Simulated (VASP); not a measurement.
Input of a VASP 6.6.1 run:

File INCAR:

```
PREC = Accurate
ENCUT = 520
EDIFF = 1E-6
ISMEAR = -1
SIGMA = 0.05
LREAL = F
LASPH = T
NELM = 80
ALGO = Normal
ISIF = 2
LWAVE = F
LCHARG = T
GGA = PS
LELF = T
LVHAR = T
NBANDS = 25
```

KPOINTS

```
Automatic mesh
0
Gamma
  8 8 4
```

File POSCAR:

```
CO2
1.0
    2.6182200176     -2.3713549653      0.0000000000
    2.6182200176      2.3713549653      0.0000000000
    0.0000000000      0.0000000000      6.5429643503
O C
4 2
Direct
    0.3065085700      0.6934914300      0.6081566100
    0.6934914300      0.3065085700      0.3918433900
    0.1934914300      0.8065085700      0.1081566100
    0.8065085700      0.1934914300      0.8918433900
    0.5000000000      0.5000000000      0.5000000000
    0.0000000000      0.0000000000      0.0000000000
```

Potentials or basis: VASP PAW PBE potentials, release 64 (O, C).

Launch:

```bash
$ cat potpaw_PBE.64/O/POTCAR potpaw_PBE.64/C/POTCAR > POTCAR
$ mpirun -np 1 vasp_std > vasp.out
```

(1) What does it give for the pressure?

(2) What does it give for the band gap on the k mesh?

Answers

(1) 5.6 GPa.

(2) 6.61 eV, indirect (least direct gap 7.19 eV).

Caveat: the PAW data sets were made with another functional, which shifts forces and pressure a little.
